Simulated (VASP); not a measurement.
A run of VASP 6.6.1 is set up as follows.

POSCAR

```
P
1.0
    3.0280000000      0.0000000000      0.0000000000
   -1.5140000000      2.6223249227      0.0000000000
    0.0000000000      0.0000000000     28.0000000000
P
2
Direct
    0.3333333333      0.6666666667      0.5093571429
    0.6666666667      0.3333333333      0.4906428571
```

File INCAR.step1:

```
PREC     = Accurate       # precision mode
ENCUT    = 520            # plane-wave cutoff, eV
ISMEAR   = 0              # smearing method
SIGMA    = 0.02           # smearing width, eV
LREAL    = False          # projectors in reciprocal space
LASPH    = True           # aspherical terms in the spheres
NELM     = 100            # most SCF steps
LDIPOL   = True         
IDIPOL   = 3            
DIPOL    = 0.5 0.5 0.500
NBANDS   = 12             # bands
GGA      = PE             # functional
ALGO     = Normal         # electronic algorithm
EDIFF    = 1E-4           # SCF threshold, eV
LWAVE    = True           # write WAVECAR
LCHARG   = False          # write CHGCAR
```

INCAR.step2

```
PREC     = Accurate       # precision mode
ENCUT    = 520            # plane-wave cutoff, eV
EDIFF    = 1E-6           # SCF threshold, eV
ISMEAR   = 0              # smearing method
SIGMA    = 0.02           # smearing width, eV
LREAL    = False          # projectors in reciprocal space
LASPH    = True           # aspherical terms in the spheres
NELM     = 100            # most SCF steps
ALGO     = Normal         # electronic algorithm
ISIF     = 2              # what is computed and relaxed
LWAVE    = False          # write WAVECAR
LCHARG   = False          # write CHGCAR
LDIPOL   = True         
IDIPOL   = 3            
DIPOL    = 0.5 0.5 0.500
METAGGA  = R2SCAN         # meta-GGA
LMIXTAU  = True         
NBANDS   = 12             # bands
ISTART   = 1
```

Contents of KPOINTS:

```
Automatic mesh
0
Gamma
  9 9 1
```

Potentials or basis: VASP PAW PBE potentials, release 64 (P).

Launch:

```bash
$ cat potpaw_PBE.64/P/POTCAR > POTCAR
$ cp INCAR.step1 INCAR
$ mpirun -np 1 vasp_std > vasp.out
$ cp INCAR.step2 INCAR
$ mpirun -np 1 vasp_std > vasp.out
```

Task: Predict the largest force.

Result: 8.173 eV/Å.

Task: What does it give for the band gap on the k mesh?

Result: Zero (bands 5 and 6 overlap by 1.59 eV).

Forces on the atoms (eV/Å):
```
P    0.000  0.000  8.173
P    0.000  0.000 -8.173
```

Caveat: the PAW data sets were made with another functional, which shifts forces and pressure a little.
